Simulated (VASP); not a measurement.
# Ti (I4/mmm) in VASP: notebook, part 2 of 3

VASP 6.6.1. The steps go on from the part before.

**3. Single point, r2SCAN (strain -0.040 along x and y, +0.080 along z)**

Contents of POSCAR:

```
Ti
1.0
   -1.5753600000      1.5753600000      1.7722800000
    1.5753600000     -1.5753600000      1.7722800000
    1.5753600000      1.5753600000     -1.7722800000
Ti
1
Direct
    0.0000000000      0.0000000000      0.0000000000
```

Contents of INCAR.step1:

```
SYSTEM = Ti
PREC = Accurate ; ENCUT = 520
ISMEAR = 0 ; SIGMA = 0.15
LREAL = .False. ; LASPH = .True.
NELM = 80 ; NBANDS = 12
GGA = PE ; ALGO = Normal
EDIFF = 1E-4 ; LWAVE = .True.
LCHARG = .False.
```

Contents of INCAR.step2:

```
SYSTEM = Ti
PREC = Accurate ; ENCUT = 520
EDIFF = 1E-6 ; ISMEAR = 0
SIGMA = 0.15 ; LREAL = .False.
LASPH = .True. ; NELM = 80
ALGO = Normal ; ISIF = 2
LWAVE = .False. ; LCHARG = .False.
METAGGA = R2SCAN ; LMIXTAU = .True.
NBANDS = 12 ; ISTART = 1
```

Contents of KPOINTS:

```
Automatic mesh
0
Gamma
  20 20 20
  0 0 0
```

Potentials or basis: VASP PAW PBE potentials, release 64 (Ti_sv).

Command:

```console
$ cat potpaw_PBE.64/Ti_sv/POTCAR > POTCAR
$ cp INCAR.step1 INCAR
$ mpirun -np 1 vasp_std > vasp.out
$ cp INCAR.step2 INCAR
$ mpirun -np 1 vasp_std > vasp.out
```

OUTCAR:

```text
SYSTEM = Ti
   PREC = Accurate
   ENCUT = 520
   EDIFF = 1E-6
   ISMEAR = 0
   LREAL = .False.
   LASPH = .True.
   NELM = 80
   ISIF = 2
   METAGGA = R2SCAN
   ISTART = 1

 ion  position               nearest neighbor table
   1  0.000  0.000  0.000-

  LATTYP: Found a body centered tetragonal cell.
 ALAT       =     3.1507200000
 C/A-ratio  =     1.1250000000

  Lattice vectors:

 A1 = (  -1.5753600000,   1.5753600000,   1.7722800000)
 A2 = (   1.5753600000,  -1.5753600000,   1.7722800000)
 A3 = (   1.5753600000,   1.5753600000,  -1.7722800000)

Analysis of symmetry for initial positions (statically):
=====================================================================
 Subroutine PRICEL returns:
 Original cell was already a primitive cell.

 Routine SETGRP: Setting up the symmetry group for a
 body centered tetragonal supercell.

 Subroutine GETGRP returns: Found 16 space group operations
 (whereof 16 operations were pure point group operations)
 out of a pool of 16 trial point group operations.

The static configuration has the point symmetry D_4h.

Analysis of symmetry for dynamics (positions and initial velocities):
=====================================================================
 Subroutine PRICEL returns:
 Original cell was already a primitive cell.

 Routine SETGRP: Setting up the symmetry group for a
 body centered tetragonal supercell.

 Subroutine GETGRP returns: Found 16 space group operations
 (whereof 16 operations were pure point group operations)
 out of a pool of 16 trial point group operations.

The dynamic configuration has the point symmetry D_4h.

 Subroutine INISYM returns: Found 16 space group operations
 (whereof 16 operations are pure point group operations),
 and found     1 'primitive' translations

----------------------------------------------------------------------------------------

                                     Primitive cell

  volume of cell :      17.5935

  direct lattice vectors                    reciprocal lattice vectors
    -1.575360000  1.575360000  1.772280000     0.000000000  0.317387772  0.282122464
     1.575360000 -1.575360000  1.772280000     0.317387772  0.000000000  0.282122464
     1.575360000  1.575360000 -1.772280000     0.317387772  0.317387772  0.000000000

  length of vectors
     2.846839415  2.846839415  2.846839415     0.424650541  0.424650541  0.448854091

  position of ions in fractional coordinates (direct lattice)
     0.000000000  0.000000000  0.000000000

  ion indices of the primitive-cell ions
   primitive index   ion index
                 1           1

----------------------------------------------------------------------------------------

 KPOINTS: Automatic mesh

Automatic generation of k-mesh.
 Grid dimensions read from file:
 generate k-points for:   20   20   20

 Generating k-lattice:

  Cartesian coordinates                     Fractional coordinates (reciprocal lattice)
     0.000000000  0.015869389  0.014106123     0.050000000 -0.000000000  0.000000000
     0.015869389  0.000000000  0.014106123    -0.000000000  0.050000000  0.000000000
     0.015869389  0.015869389  0.000000000     0.000000000  0.000000000  0.050000000

  Length of vectors
     0.021232527  0.021232527  0.022442705

  Shift w.r.t. Gamma in fractional coordinates (k-lattice)
     0.000000000  0.000000000  0.000000000

 Subroutine IBZKPT returns following result:
 ===========================================

 Found    641 irreducible k-points:

 Following reciprocal coordinates:
            Coordinates               Weight
  0.000000  0.000000  0.000000      1.000000
  0.050000  0.000000  0.000000      8.000000
  0.100000  0.000000 -0.000000      8.000000
  0.150000 -0.000000  0.000000      8.000000
  0.200000  0.000000 -0.000000      8.000000
  0.250000 -0.000000  0.000000      8.000000
[... 16 lines left out ...]
 -0.400000  0.050000 -0.000000     16.000000
 -0.350000  0.050000 -0.000000     16.000000
 [... further k-points ...]
   k-points           NKPTS =    641   k-points in BZ     NKDIM =    641   number of bands    NBANDS=     12
   number of dos      NEDOS =    301   number of ions     NIONS =      1
   total plane-waves  NPLWV =  13824
   dimension x,y,z NGX =    24 NGY =   24 NGZ =   24
   dimension x,y,z NGXF=    48 NGYF=   48 NGZF=   48
   ions per type =               1
   NGX,Y,Z   is equivalent  to a cutoff of  14.02, 14.02, 14.02 a.u.
   NGXF,Y,Z  is equivalent  to a cutoff of  28.03, 28.03, 28.03 a.u.
 SYSTEM =  Ti
   PREC   = accura    normal or accurate (medium, high low for compatibility)
   ISTART =      1    job   : 0-new  1-cont  2-samecut
   ICHARG =      0    charge: 1-file 2-atom 10-const
   ISPIN  =      1    spin polarized calculation?
   LNONCOLLINEAR =      F non collinear calculations
   LSORBIT =      F    spin-orbit coupling
   LASPH  =      T    aspherical Exc in radial PAW
   ENCUT  =  520.0 eV  38.22 Ry    6.18 a.u.   5.29  5.29  5.29*2*pi/ulx,y,z
   NELM   =     80;   NELMIN=  2; NELMDL=  0     # of ELM steps
   EDIFF  = 0.1E-05   stopping-criterion for ELM
   LREAL  =      F    real-space projection
   EDIFFG = 0.1E-04   stopping-criterion for IOM
   NSW    =      0    number of steps for IOM
   IBRION =     -1    ionic relax: 0-MD 1-quasi-New 2-CG
   NFREE  =      0    steps in history (QN), initial steepest desc. (CG)
   ISIF   =      2    stress and relaxation
   ISYM   =      2    0-nonsym 1-usesym 2-fastsym
   POTIM  = 0.5000    time-step for ionic-motion
   TEBEG  =    0.0;   TEEND  =   0.0 temperature during run
   PSTRESS=    0.0 pullay stress
   NELECT =      12.0000    total number of electrons
   NUPDOWN=      -1.0000    fix difference up-down
   EMIN   =  10.00;   EMAX   =-10.00  energy-range for DOS
   EFERMI =   0.00;   METHOD = LEGACY
   ISMEAR =     0;   SIGMA  =   0.15  broadening in eV -4-tet -1-fermi 0-gaus
   EFERMI_NEDOS =   21; number of points for ismear=-14 and -15
   IALGO  =     38    algorithm
   IMIX   =      4    mixing-type and parameters
     AMIX     =   0.40;   BMIX     =  1.00
     AMIX_MAG =   1.60;   BMIX_MAG =  1.00
  volume/ion in A,a.u.               =      17.59       118.73
  Fermi-wavevector in a.u.,A,eV,Ry     =   1.441068  2.723224 28.254921  2.076678
  Thomas-Fermi vector in A             =   2.559742
   LORBIT       =      0    0 simple, 1 ext, 2 COOP (PROOUT), +10 PAW based schemes
   METAGGA = R2SCAN    functional components
   LHFCALC =     F    Hartree Fock is set to
   AEXX    =    0.0000 exact exchange contribution
   IVDW    =     0    specifies the selected vdW correction
   LEPSILON=     F    determine dielectric tensor
   LRPA    =     F    only Hartree local field effects (RPA)
 non-spin polarized calculation
 Gauss-broadening in eV      SIGMA  =   0.15
  energy-cutoff  :      520.00
  volume of cell :       17.59
 maximum number of plane-waves:       488
 NGX is ok and might be reduce to    24
   NGX = 11   NGY = 11   NGZ = 11

 number of electron      12.0000004 magnetization

 Free energy of the ion-electron system (eV)
  ---------------------------------------------------
  ext. energy  EPLUGINS =         0.00000000
  ---------------------------------------------------
  free energy    TOTEN  =       -12.84145579 eV

  energy without entropy =      -12.81621828  energy(sigma->0) =      -12.82883703

 E-fermi :   8.0212     XC(G=0): -12.3373

 val. band max:        8.0165303297   @ k =   0.3500   0.1000   0.0000
 cond. band min:       8.0229960378   @ k =  -0.3000   0.1500  -0.0000
 fundamental gap:      0.0064657082
 Fermi energy:         8.0212139695

 k-point     1 :       0.0000    0.0000    0.0000
  band No.  band energies     occupation
      1     -50.9781      2.00000
      2     -25.7965      2.00000
      3     -25.7965      2.00000
      4     -25.7888      2.00000
      5       1.6692      2.00000
      6       8.8929      0.00000
      7       8.8929      0.00000
      8       9.7283      0.00000
      9      10.2713      0.00000
     10      11.2113      0.00000
     11      24.7403      0.00000
     12      26.7903      0.00000
[... 331 lines left out ...]
 k-point    24 :      -0.3500    0.0500   -0.0000
  band No.  band energies     occupation
      1     -50.8843      2.00000
      2     -26.2907      2.00000
      3     -25.9278      2.00000
      4     -25.8053      2.00000
      5       4.5879      2.00000
      6       8.0908      0.51150
      7       8.3488      0.00201
      8      10.2288      0.00000
      9      11.1815      0.00000
     10      11.3592      0.00000
     11      19.5584      0.00000
     12      23.3814      0.00000

 [... further k-points ...]
[... 5 lines left out ...]
  --------------------------------------------------------------------------------------
  -------------------------------------------------------------------------------------
  Total       -0.3172963     -0.3172963      0.0845757      0.0000000     -0.0000000      0.0000000
  in kB      -28.8950664    -28.8950664      7.7020116      0.0000000     -0.0000000      0.0000000
  external PRESSURE =     -16.6960404 kB  Pullay stress =       0.0000000 kB

 VOLUME and BASIS-vectors are now :
 -----------------------------------------------------------------------------
  energy-cutoff  :      520.00
  volume of cell :       17.59
      direct lattice vectors                 reciprocal lattice vectors
    -1.575360000  1.575360000  1.772280000     0.000000000  0.317387772  0.282122464
     1.575360000 -1.575360000  1.772280000     0.317387772  0.000000000  0.282122464
     1.575360000  1.575360000 -1.772280000     0.317387772  0.317387772  0.000000000

 POSITION                                       TOTAL-FORCE (eV/Angst)
 -----------------------------------------------------------------------------------
      0.00000      0.00000      0.00000         0.000000     -0.000000     -0.000000
 -----------------------------------------------------------------------------------
    total drift:                               -0.000000      0.000000      0.000000

  FREE ENERGIE OF THE ION-ELECTRON SYSTEM (eV)
  ---------------------------------------------------
  free  energy   TOTEN  =       -12.8414557883 eV

  energy  without entropy=      -12.8162182780  energy(sigma->0) =      -12.82883703
```

Run time: 9.5 min. Hardware: 1 thread of Intel Xeon Platinum 8259CL at 2.50GHz (Skylake/Cascade Lake), shared host; peak memory 0.25 GiB.

What came out:

```yaml
Free_energy: -12.8415 eV
Pressure: -1.7 GPa
Band_gap_on_the_k_mesh: zero (bands 6 and 7 overlap by 1.69 eV)
```

Caveat: the cell differs from its parent crystal (strain -0.040 along x and y, +0.080 along z); the PAW data sets were made with another functional, which shifts forces and pressure a little.

**4. Single point, r2SCAN (strain +0.040 along x and y, -0.080 along z)**

Contents of POSCAR:

```
Ti
1.0
   -1.7066400000      1.7066400000      1.5097200000
    1.7066400000     -1.7066400000      1.5097200000
    1.7066400000      1.7066400000     -1.5097200000
Ti
1
Direct
    0.0000000000      0.0000000000      0.0000000000
```

Contents of INCAR.step1:

```
PREC = Accurate
ENCUT = 520
ISMEAR = 0
SIGMA = 0.15
LREAL = False
LASPH = True
NELM = 60
NBANDS = 12
GGA = PE
ALGO = Normal
EDIFF = 1E-4
LWAVE = True
LCHARG = False
```

Contents of INCAR.step2:

```
PREC = Accurate
ENCUT = 520
EDIFF = 1E-6
ISMEAR = 0
SIGMA = 0.15
LREAL = False
LASPH = True
NELM = 60
ALGO = Normal
ISIF = 2
LWAVE = False
LCHARG = False
METAGGA = R2SCAN
LMIXTAU = True
NBANDS = 12
ISTART = 1
```

Contents of KPOINTS:

```
regular mesh
0
Gamma
  20 20 20
```

Command:

```console
$ cat potpaw_PBE.64/Ti_sv/POTCAR > POTCAR
$ cp INCAR.step1 INCAR
$ mpirun -np 1 vasp_std > vasp.out
$ cp INCAR.step2 INCAR
$ mpirun -np 1 vasp_std > vasp.out
```

It took 6.7 min on 1 thread of Intel Xeon Platinum 8259CL at 2.50GHz (Skylake/Cascade Lake), shared host; peak memory 0.25 GiB.

It converged, with:

```
Free energy            : -12.8374 eV
Pressure               : -2.0 GPa
Band gap on the k mesh : zero (bands 6 and 7 overlap by 1.60 eV)
```

Levels at points of the mesh, in eV from the Fermi level:
```
           k point  band 3  band 4  band 5  band 6  band 7  band 8  band 9  band 10
(0.00, 0.00, 0.00)  -33.78  -33.77   -6.34    0.49    1.52    1.52    2.17     3.34
(0.50, 0.00, 0.00)  -34.00  -33.82   -2.55   -0.68    1.26    2.83    3.71     4.34
(0.50, 0.50, 0.00)  -33.93  -33.75   -2.61    0.34    0.49    2.09    2.96     4.32
(0.50, 0.50, 0.50)  -34.27  -34.11   -2.37   -2.10    4.01    4.01    4.15     7.42
```

Caveat: the cell differs from its parent crystal (strain +0.040 along x and y, -0.080 along z); the PAW data sets were made with another functional, which shifts forces and pressure a little.

**5. Single point, r2SCAN (strain +0.040 along x and y, -0.040 along z)**

Contents of POSCAR:

```
Ti
1.0
   -1.7066400000      1.7066400000      1.5753600000
    1.7066400000     -1.7066400000      1.5753600000
    1.7066400000      1.7066400000     -1.5753600000
Ti
1
Direct
    0.0000000000      0.0000000000      0.0000000000
```

Contents of INCAR.step1:

```
SYSTEM = Ti
ALGO = Normal
EDIFF = 1E-4
ENCUT = 520
GGA = PE
ISMEAR = 0
LASPH = .TRUE.
LCHARG = .FALSE.
LREAL = .FALSE.
LWAVE = .TRUE.
NBANDS = 12
NELM = 80
PREC = Accurate
SIGMA = 0.15
```

Contents of INCAR.step2:

```
SYSTEM = Ti
ALGO = Normal
EDIFF = 1E-7
ENCUT = 520
ISIF = 2
ISMEAR = 0
ISTART = 1
LASPH = .TRUE.
LCHARG = .FALSE.
LMIXTAU = .TRUE.
LREAL = .FALSE.
LWAVE = .FALSE.
METAGGA = R2SCAN
NBANDS = 12
NELM = 80
PREC = Accurate
SIGMA = 0.15
```

Contents of KPOINTS:

```
k-points
0
G
  20 20 20
  0 0 0
```

Command:

```console
$ cat potpaw_PBE.64/Ti_sv/POTCAR > POTCAR
$ cp INCAR.step1 INCAR
$ mpirun -np 1 vasp_std > vasp.out
$ cp INCAR.step2 INCAR
$ mpirun -np 1 vasp_std > vasp.out
```

Run time: 7.7 min. Hardware: 1 thread of Intel Xeon Platinum 8259CL at 2.50GHz (Skylake/Cascade Lake), shared host; peak memory 0.26 GiB.

The run converged. Its results:

| Item | Value |
| --- | --- |
| Free energy | -12.8150 eV |
| Pressure | -6.0 GPa |
| Band gap on the k mesh | zero (bands 6 and 7 overlap by 1.63 eV) |

Stress tensor (GPa, compression positive):
```
-5.27  0.00  0.00
 0.00 -5.27  0.00
 0.00  0.00 -7.38
```

Levels at points of the mesh, in eV from the Fermi level:
| k point | band 3 | band 4 | band 5 | band 6 | band 7 | band 8 | band 9 | band 10 |
| --- | --- | --- | --- | --- | --- | --- | --- | --- |
| (0.00, 0.00, 0.00) | -33.91 | -33.91 | -6.23 | 0.68 | 1.31 | 1.31 | 2.33 | 3.05 |
| (0.50, 0.00, 0.00) | -34.10 | -33.94 | -2.44 | -0.52 | 1.00 | 2.75 | 3.33 | 4.15 |
| (0.50, 0.50, 0.00) | -34.07 | -33.90 | -2.49 | 0.21 | 0.44 | 2.26 | 2.91 | 4.12 |
| (0.50, 0.50, 0.50) | -34.34 | -34.25 | -2.16 | -2.00 | 3.81 | 3.81 | 3.89 | 7.51 |

Caveat: the cell differs from its parent crystal (strain +0.040 along x and y, -0.040 along z); the cell stands under tension; the PAW data sets were made with another functional, which shifts forces and pressure a little.

[end of part 2 of 3]
